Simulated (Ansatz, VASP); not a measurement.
# Rb: VASP beside Ansatz

The input INCAR:

```
SYSTEM = Rb
PREC     = Accurate       ! precision mode
ENCUT    = 520            ! plane-wave cutoff, eV
EDIFF    = 1E-6           ! SCF threshold, eV
ISMEAR   = -1             ! smearing method
SIGMA    = 0.1            ! smearing width, eV
LREAL    = .FALSE.        ! projectors in reciprocal space
LASPH    = .TRUE.         ! aspherical terms in the spheres
NELM     = 60             ! most SCF steps
ALGO     = Normal         ! electronic algorithm
ISIF     = 2              ! what is computed and relaxed
LWAVE    = .FALSE.        ! write WAVECAR
LCHARG   = .FALSE.        ! write CHGCAR
NBANDS   = 16             ! bands
```

The input KPOINTS:

```
regular mesh
0
G
  9 9 5
  0 0 0
```

File POSCAR:

```
Rb
1.0
    4.7177981603      0.0000000000      0.0000000000
   -2.3588990801      4.0857330567      0.0000000000
    0.0000000000      0.0000000000      7.7794058134
Rb
2
Direct
    0.3333333333      0.6666666667      0.2500000000
    0.6666666667      0.3333333333      0.7500000000
```

Input for Ansatz:

```yaml
crystal:
  lattice:
    - [4.7177981603, 0.0, 0.0]
    - [-2.3588990801, 4.0857330567, 0.0]
    - [0.0, 0.0, 7.7794058134]
  atoms:
    - { symbol: Rb, position: [0.3333333333, 0.6666666667, 0.25] }
    - { symbol: Rb, position: [0.6666666667, 0.3333333333, 0.75] }
hamiltonian:
  xc: lda
  pseudopotentials:
    kind: paw
    azcp:
      Rb: "pseudopotentials/Rb.paw.azcp"
basis:
  ecutwfc: 420
  fft_grid_basis: typed
kpoints:
  mp_grid: { grid: [9, 9, 5], shift: [0, 0, 0] }
magnetization:
  spin_polarized: false
scf:
  occupations: { method: fermi_dirac, width: 0.1 }
  lower_state_search: "off"
output:
  stress: true
  write_density: true
  write_potential: true
  elf: true
  volumetric_format: npy
```

Alike in both runs: task single point; functional LDA; k mesh 9 × 9 × 5; occupations fermi-dirac, width 0.1 eV; no spin polarisation.

|  | VASP | Ansatz |
| --- | --- | --- |
| version | VASP 6.6.1 | Ansatz 0.2.0 |
| potentials or method | VASP PAW LDA potentials, release 64 (Rb_sv), cutoff 520 eV | plane waves (420 eV) with PAW, scalar-relativistic |
| valence electrons in the cell | 18 | 18 |

```csv
,VASP,Ansatz,Ansatz less VASP
pressure (GPa),0.1,0.1,0.00
```

Ansatz warns that its potentials were made for another functional, while VASP's fit it. LDA's correlation is that of Perdew and Zunger in VASP and of Perdew and Wang (1992) in Ansatz.
